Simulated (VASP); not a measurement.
# GaP (F-43m) in VASP: single point with PBE

Aim: the single point of GaP with PBE.

Program: VASP 6.6.1. These are calculated values, not measurements. Logs are shortened: lines on timing, memory, paths and dates and some standing lists are left out, and cuts for length are marked.

## 1. The cell of the first run

Symmetry: F-43m, No. 216, cubic system. The conventional cell has a = 5.434 Å, b = 5.434 Å, c = 5.434 Å, α = 90.00°, β = 90.00°, γ = 90.00°. Ga (site symmetry -43m) has 4 P at 2.35 Å within 3.1 Å. Within 3.1 Å of P (site symmetry -43m) lie 4 Ga at 2.35 Å.

## 2. Single point, PBE

INCAR

```
SYSTEM = GaP
PREC = Accurate ; ENCUT = 500
EDIFF = 1E-6 ; ISMEAR = 0
SIGMA = 0.02 ; LREAL = .FALSE.
LASPH = .TRUE. ; NELM = 120
ALGO = Normal ; ISIF = 2
LWAVE = .FALSE. ; LCHARG = .FALSE.
GGA = PE ; NBANDS = 16
GGA_COMPAT = .FALSE.
```

KPOINTS

```
regular mesh
0
G
  10 10 10
  0 0 0
```

POSCAR

```
GaP
1.0
    0.0000000000      2.7169056396      2.7169056396
    2.7169056396      0.0000000000      2.7169056396
    2.7169056396      2.7169056396      0.0000000000
Ga P
1 1
Direct
    0.0000000000      0.0000000000      0.0000000000
    0.2500000000      0.2500000000      0.2500000000
```

Potentials or basis: VASP PAW PBE potentials, release 64 (Ga_d, P).

Started as:

```console
$ cat potpaw_PBE.64/Ga_d/POTCAR potpaw_PBE.64/P/POTCAR > POTCAR
$ mpirun -np 1 vasp_std > vasp.out
```

OUTCAR:

```text
SYSTEM = GaP
   PREC = Accurate
   ENCUT = 500
   EDIFF = 1E-6
   ISMEAR = 0
   LREAL = .FALSE.
   LASPH = .TRUE.
   NELM = 120
   ISIF = 2
   GGA = PE

 ion  position               nearest neighbor table
   1  0.000  0.000  0.000-   2 2.35   2 2.35   2 2.35   2 2.35
   2  0.250  0.250  0.250-   1 2.35   1 2.35   1 2.35   1 2.35

  LATTYP: Found a face centered cubic cell.
 ALAT       =     5.4338112792

  Lattice vectors:

 A1 = (   0.0000000000,   2.7169056396,   2.7169056396)
 A2 = (   2.7169056396,   0.0000000000,   2.7169056396)
 A3 = (   2.7169056396,   2.7169056396,   0.0000000000)

Analysis of symmetry for initial positions (statically):
=====================================================================
 Subroutine PRICEL returns:
 Original cell was already a primitive cell.

 Routine SETGRP: Setting up the symmetry group for a
 face centered cubic supercell.

 Subroutine GETGRP returns: Found 24 space group operations
 (whereof 24 operations were pure point group operations)
 out of a pool of 48 trial point group operations.

The static configuration has the point symmetry T_d .

Analysis of symmetry for dynamics (positions and initial velocities):
=====================================================================
 Subroutine PRICEL returns:
 Original cell was already a primitive cell.

 Routine SETGRP: Setting up the symmetry group for a
 face centered cubic supercell.

 Subroutine GETGRP returns: Found 24 space group operations
 (whereof 24 operations were pure point group operations)
 out of a pool of 48 trial point group operations.

The dynamic configuration has the point symmetry T_d .

 Subroutine INISYM returns: Found 24 space group operations
 (whereof 24 operations are pure point group operations),
 and found     1 'primitive' translations

----------------------------------------------------------------------------------------

                                     Primitive cell

  volume of cell :      40.1101

  direct lattice vectors                    reciprocal lattice vectors
     0.000000000  2.716905640  2.716905640    -0.184032891  0.184032891  0.184032891
     2.716905640  0.000000000  2.716905640     0.184032891 -0.184032891  0.184032891
     2.716905640  2.716905640  0.000000000     0.184032891  0.184032891 -0.184032891

  length of vectors
     3.842284803  3.842284803  3.842284803     0.318754318  0.318754318  0.318754318

  position of ions in fractional coordinates (direct lattice)
     0.000000000  0.000000000  0.000000000
     0.250000000  0.250000000  0.250000000

  ion indices of the primitive-cell ions
   primitive index   ion index
                 1           1
                 2           2

----------------------------------------------------------------------------------------

 KPOINTS: regular mesh

Automatic generation of k-mesh.
 Grid dimensions read from file:
 generate k-points for:   10   10   10

 Generating k-lattice:

  Cartesian coordinates                     Fractional coordinates (reciprocal lattice)
    -0.018403289  0.018403289  0.018403289     0.100000000  0.000000000  0.000000000
     0.018403289 -0.018403289  0.018403289     0.000000000  0.100000000  0.000000000
     0.018403289  0.018403289 -0.018403289     0.000000000  0.000000000  0.100000000

  Length of vectors
     0.031875432  0.031875432  0.031875432

  Shift w.r.t. Gamma in fractional coordinates (k-lattice)
     0.000000000  0.000000000  0.000000000

 Subroutine IBZKPT returns following result:
 ===========================================

 Found     47 irreducible k-points:

 Following reciprocal coordinates:
            Coordinates               Weight
  0.000000  0.000000  0.000000      1.000000
  0.100000  0.000000  0.000000      8.000000
  0.200000  0.000000  0.000000      8.000000
  0.300000  0.000000  0.000000      8.000000
  0.400000  0.000000  0.000000      8.000000
  0.500000  0.000000  0.000000      4.000000
[... 16 lines left out ...]
  0.300000  0.300000  0.000000      6.000000
  0.400000  0.300000  0.000000     24.000000
 [... further k-points ...]
   k-points           NKPTS =     47   k-points in BZ     NKDIM =     47   number of bands    NBANDS=     16
   number of dos      NEDOS =    301   number of ions     NIONS =      2
   total plane-waves  NPLWV =  21952
   dimension x,y,z NGX =    28 NGY =   28 NGZ =   28
   dimension x,y,z NGXF=    56 NGYF=   56 NGZF=   56
   ions per type =               1   1
   NGX,Y,Z   is equivalent  to a cutoff of  12.11, 12.11, 12.11 a.u.
   NGXF,Y,Z  is equivalent  to a cutoff of  24.23, 24.23, 24.23 a.u.
 SYSTEM =  GaP
   PREC   = accura    normal or accurate (medium, high low for compatibility)
   ISTART =      0    job   : 0-new  1-cont  2-samecut
   ICHARG =      2    charge: 1-file 2-atom 10-const
   ISPIN  =      1    spin polarized calculation?
   LNONCOLLINEAR =      F non collinear calculations
   LSORBIT =      F    spin-orbit coupling
   LASPH  =      T    aspherical Exc in radial PAW
   ENCUT  =  500.0 eV  36.75 Ry    6.06 a.u.   7.01  7.01  7.01*2*pi/ulx,y,z
   NELM   =    120;   NELMIN=  2; NELMDL= -5     # of ELM steps
   EDIFF  = 0.1E-05   stopping-criterion for ELM
   LREAL  =      F    real-space projection
   EDIFFG = 0.1E-04   stopping-criterion for IOM
   NSW    =      0    number of steps for IOM
   IBRION =     -1    ionic relax: 0-MD 1-quasi-New 2-CG
   NFREE  =      0    steps in history (QN), initial steepest desc. (CG)
   ISIF   =      2    stress and relaxation
   ISYM   =      2    0-nonsym 1-usesym 2-fastsym
   POTIM  = 0.5000    time-step for ionic-motion
   TEBEG  =    0.0;   TEEND  =   0.0 temperature during run
   PSTRESS=    0.0 pullay stress
   NELECT =      18.0000    total number of electrons
   NUPDOWN=      -1.0000    fix difference up-down
   EMIN   =  10.00;   EMAX   =-10.00  energy-range for DOS
   EFERMI =   0.00;   METHOD = LEGACY
   ISMEAR =     0;   SIGMA  =   0.02  broadening in eV -4-tet -1-fermi 0-gaus
   EFERMI_NEDOS =   21; number of points for ismear=-14 and -15
   IALGO  =     38    algorithm
   IMIX   =      4    mixing-type and parameters
     AMIX     =   0.40;   BMIX     =  1.00
     AMIX_MAG =   1.60;   BMIX_MAG =  1.00
  volume/ion in A,a.u.               =      20.06       135.34
  Fermi-wavevector in a.u.,A,eV,Ry     =   1.253375  2.368536 21.374066  1.570949
  Thomas-Fermi vector in A             =   2.387231
   LORBIT       =      0    0 simple, 1 ext, 2 COOP (PROOUT), +10 PAW based schemes
   GGA     = PE    functional components
   LHFCALC =     F    Hartree Fock is set to
   AEXX    =    0.0000 exact exchange contribution
   IVDW    =     0    specifies the selected vdW correction
   LEPSILON=     F    determine dielectric tensor
   LRPA    =     F    only Hartree local field effects (RPA)
 non-spin polarized calculation
 Gauss-broadening in eV      SIGMA  =   0.02
  energy-cutoff  :      500.00
  volume of cell :       40.11
 maximum number of plane-waves:      1034
   NGX = 13   NGY = 13   NGZ = 13

 number of electron      18.0000014 magnetization

 Free energy of the ion-electron system (eV)
  ---------------------------------------------------
  ext. energy  EPLUGINS =         0.00000000
  ---------------------------------------------------
  free energy    TOTEN  =        -9.11129618 eV

  energy without entropy =       -9.11129618  energy(sigma->0) =       -9.11129618

 E-fermi :   4.8593     XC(G=0):  -9.8755

 val. band max:        4.7454927672   @ k =   0.0000   0.0000   0.0000
 cond. band min:       6.3348590793   @ k =   0.4000   0.4000   0.0000
 fundamental gap:      1.5893663122
 Fermi energy:         4.8592814398

 k-point     1 :       0.0000    0.0000    0.0000
  band No.  band energies     occupation
      1      -9.8198      2.00000
      2      -9.8198      2.00000
      3      -9.8198      2.00000
      4      -9.7172      2.00000
      5      -9.7172      2.00000
      6      -7.8156      2.00000
[... 8 lines left out ...]
     15      14.5463      0.00000
     16      14.5463      0.00000

 k-point     2 :       0.1000    0.0000    0.0000
  band No.  band energies     occupation
      1      -9.8293      2.00000
      2      -9.8166      2.00000
      3      -9.8166      2.00000
      4      -9.7173      2.00000
      5      -9.7173      2.00000
      6      -7.6838      2.00000
[... 8 lines left out ...]
     15      14.0749      0.00000
     16      14.2166      0.00000

 k-point     3 :       0.2000    0.0000    0.0000
  band No.  band energies     occupation
      1      -9.8524      2.00000
      2      -9.8089      2.00000
      3      -9.8089      2.00000
      4      -9.7168      2.00000
      5      -9.7168      2.00000
      6      -7.3020      2.00000
[... 8 lines left out ...]
     15      13.6510      0.00000
     16      14.8857      0.00000

 k-point     4 :       0.3000    0.0000    0.0000
  band No.  band energies     occupation
      1      -9.8782      2.00000
      2      -9.8008      2.00000
      3      -9.8008      2.00000
      4      -9.7146      2.00000
      5      -9.7146      2.00000
      6      -6.7174      2.00000
[... 8 lines left out ...]
     15      14.0667      0.00000
     16      14.5104      0.00000
[... 324 lines left out ...]
 k-point    22 :      -0.2000    0.2000    0.0000
  band No.  band energies     occupation
      1      -9.8841      2.00000
      2      -9.7956      2.00000
      3      -9.7946      2.00000
      4      -9.7208      2.00000
      5      -9.7129      2.00000
      6      -6.5181      2.00000
[... 8 lines left out ...]
     15      16.1134      0.00000
     16      16.8801      0.00000

 k-point    23 :       0.3000    0.3000    0.0000
  band No.  band energies     occupation
      1      -9.9068      2.00000
      2      -9.7766      2.00000
      3      -9.7766      2.00000
      4      -9.7400      2.00000
      5      -9.7025      2.00000
      6      -6.3393      2.00000
[... 8 lines left out ...]
     15      15.8890      0.00000
     16      18.6255      0.00000

 k-point    24 :       0.4000    0.3000    0.0000
  band No.  band energies     occupation
      1      -9.9192      2.00000
      2      -9.7706      2.00000
      3      -9.7684      2.00000
      4      -9.7427      2.00000
      5      -9.7003      2.00000
      6      -5.8125      2.00000
[... 8 lines left out ...]
     15      16.5507      0.00000
     16      18.5913      0.00000

 [... further k-points ...]

------------------------ aborting loop because EDIFF is reached ----------------------------------------

  FORCE on cell =-STRESS in cart. coord.  units (eV):
  Direction    XX          YY          ZZ          XY          YZ          ZX
  --------------------------------------------------------------------------------------
  -------------------------------------------------------------------------------------
  Total        0.8103895      0.8103895      0.8103895      0.0000000     -0.0000000      0.0000000
  in kB       32.3705978     32.3705978     32.3705978      0.0000000     -0.0000000      0.0000000
  external PRESSURE =      32.3705978 kB  Pullay stress =       0.0000000 kB

 VOLUME and BASIS-vectors are now :
 -----------------------------------------------------------------------------
  energy-cutoff  :      500.00
  volume of cell :       40.11
      direct lattice vectors                 reciprocal lattice vectors
     0.000000000  2.716905640  2.716905640    -0.184032891  0.184032891  0.184032891
     2.716905640  0.000000000  2.716905640     0.184032891 -0.184032891  0.184032891
     2.716905640  2.716905640  0.000000000     0.184032891  0.184032891 -0.184032891

 POSITION                                       TOTAL-FORCE (eV/Angst)
 -----------------------------------------------------------------------------------
      0.00000      0.00000      0.00000        -0.000000     -0.000000     -0.000000
      1.35845      1.35845      1.35845         0.000000      0.000000      0.000000
 -----------------------------------------------------------------------------------
    total drift:                                0.000001      0.000001      0.000001

  FREE ENERGIE OF THE ION-ELECTRON SYSTEM (eV)
  ---------------------------------------------------
  free  energy   TOTEN  =        -9.1112961764 eV

  energy  without entropy=       -9.1112961764  energy(sigma->0) =       -9.11129618
```

Wall time 19 s (1 thread of Intel Xeon Platinum 8259CL at 2.50GHz (Skylake/Cascade Lake), shared host); peak memory 0.16 GiB.

Results:

```yaml
Free_energy: -9.1113 eV
Pressure: 3.2 GPa
Band_gap_on_the_k_mesh: 1.59 eV (least direct gap 1.90 eV)
```

Caveat: the cell stands under pressure. A k mesh can miss the band edges.
